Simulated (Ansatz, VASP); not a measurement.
**Two plane-wave programs on Fe**

```
Fe
1.0
     2.40811    0.00000    0.00000
    -1.20406    2.08548    0.00000
     0.00000    0.00000    3.80573
Fe
2
Direct
  0.33333 0.66667 0.25000
  0.66667 0.33333 0.75000
```

Alike in both runs: functional LDA; k mesh 14 × 14 × 8; occupations fermi-dirac, width 0.1 eV; no spin polarisation.

Ansatz relaxed the structure, and its values are those at the end. VASP's run is a single point on that final structure, the one shown.

|  | VASP | Ansatz |
| --- | --- | --- |
| version | VASP 6.6.1 | Ansatz 0.2.0 |
| potentials or method | VASP PAW LDA potentials, release 64 (Fe), cutoff 520 eV | plane waves (420 eV) with PAW, scalar-relativistic |
| valence electrons in the cell | 16 | 32 |

Ansatz gave:

```
pressure (GPa) : 0.0
```

Q: What did VASP give for the same quantities?

A: Pressure (GPa): -0.3.

Ansatz warns that its potentials were made for another functional, while VASP's fit it. LDA's correlation is that of Perdew and Zunger in VASP and of Perdew and Wang (1992) in Ansatz. VASP's potentials hold 16 valence electrons a cell and Ansatz's 32, so a difference there can come from the potentials and not from the codes.
